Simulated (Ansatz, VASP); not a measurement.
Ba in VASP and in Ansatz

The input INCAR:

```
SYSTEM = Ba
  PREC = Accurate
  ENCUT = 600
  EDIFF = 1E-6
  ISMEAR = 0
  SIGMA = 0.1
  LREAL = .FALSE.
  LASPH = .TRUE.
  NELM = 100
  ALGO = Normal
  ISIF = 3
  LWAVE = .FALSE.
  LCHARG = .FALSE.
  GGA = PE
  IBRION = 2
  NSW = 90
  EDIFFG = -0.04
```

KPOINTS

```
regular mesh
0
G
  4 4 4
  0 0 0
```

The input POSCAR:

```
Ba
1.0
    4.9651290800      0.0000000000      0.0000000000
    0.0000000000      4.9651290800      0.0000000000
    0.0000000000      0.0000000000      5.9573409700
Ba
2
Direct
    0.5000000000      0.0000000000      0.0196016900
    0.0000000000      0.5000000000      0.9803983100
```

Input for Ansatz:

```yaml
crystal:
  lattice:
    - [4.96512908, 0.0, 0.0]
    - [0.0, 4.96512908, 0.0]
    - [0.0, 0.0, 5.95734097]
  atoms:
    - { symbol: Ba, position: [0.5, 0.0, 0.01960169] }
    - { symbol: Ba, position: [0.0, 0.5, 0.98039831] }
basis:
  ecutwfc: 420
kpoints:
  mp_grid: { grid: [4, 4, 4] }
hamiltonian:
  xc: pbe
scf:
  occupations: { method: gaussian, width: 0.1 }
  lower_state_search: "off"
output:
  forces: true
  stress: true
  eigenvalues: true
relax:
  adjacent_minimum: "off"
  f_tol: 0.04
  max_steps: 70
  cell: { stress_tol: 0.4 }
```

Alike in both runs: task relaxation of cell and atoms; functional PBE; k mesh 4 × 4 × 4; occupations gaussian, width 0.1 eV; no spin polarisation.

|  | VASP | Ansatz |
| --- | --- | --- |
| version | VASP 6.6.1 | Ansatz 0.2.0 |
| potentials or method | VASP PAW PBE potentials, release 64 (Ba_sv), cutoff 600 eV | scalar-relativistic, plane waves, PAW |
| valence electrons in the cell | 20 | 20 |

```tsv
	VASP	Ansatz	Ansatz less VASP
gap on the k mesh at the Fermi level, each at its own relaxed structure (eV)	none	none	-
relaxed volume (Å³/atom)	64.13	63.95	-0.178
relaxed length of the cell vector where the two differ most in proportion (Å)	5.013	4.864	-0.1485
```

A gap of «none» marks a metal or a gap that the smearing closes.

Neither program's run includes spin-orbit coupling.
